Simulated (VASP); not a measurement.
Set up this calculation in VASP 6.6.1, as the native input.

```yaml
Task: single point
Functional: PBE
Potentials_or_basis: VASP PAW PBE potentials, release 64 (Ti_sv, Ge_d)
Cutoff: 520 eV
k_mesh: 4 × 4 × 3
Occupations: gaussian, width 0.2 eV
Spin: no spin polarisation
Dipole_correction: no
Further_INCAR_settings: ALGO = Normal; EDIFF = 1e-07; NBANDS = 52
```

The structure of Ti6Ge lies in POSCAR:

```
Ti6Ge
1.0
    4.3526765599      0.0000000000      0.0000000000
    0.0000000000      4.3526765599      0.0000000000
    0.0000000000      0.0000000000      6.5413404242
Ti Ge
6 1
Direct
    0.0000000000      0.0000000000      0.5000000000
    0.0000000000      0.0000000000      0.0000000000
    0.0000000000      0.5000000000      0.7736983252
    0.5000000000      0.0000000000      0.7736983252
    0.0000000000      0.5000000000      0.2263016748
    0.5000000000      0.0000000000      0.2263016748
    0.5000000000      0.5000000000      0.5000000000
```

The cell was generated, and may not be a known phase.

These files were run (other wordings do the same):

INCAR

```
SYSTEM = Ti6Ge
ALGO = Normal
EDIFF = 1E-7
ENCUT = 520
GGA = PE
ISIF = 2
ISMEAR = 0
LASPH = .True.
LCHARG = .True.
LELF = .True.
LREAL = .False.
LVHAR = .True.
LWAVE = .False.
NBANDS = 52
NELM = 80
PREC = Accurate
SIGMA = 0.2
```

KPOINTS

```
k-points
0
Gamma
  4 4 3
  0 0 0
```

Potentials or basis: VASP PAW PBE potentials, release 64 (Ti_sv, Ge_d).

The run is started by

```console
$ cat potpaw_PBE.64/Ti_sv/POTCAR potpaw_PBE.64/Ge_d/POTCAR > POTCAR
$ mpirun -np 1 vasp_std > vasp.out
```

It gave:

- Pressure: -0.9 GPa
- Largest force: 0.012 eV/Å
- Band gap on the k mesh: zero (bands 43 and 44 overlap by 0.46 eV)

Caveat: the k points lie up to 0.36 Å⁻¹ apart.

Run time: 74 s on 1 thread of AMD EPYC 9R45 96-Core Processor (Zen 5) (shared host), peak memory 0.21 GiB.
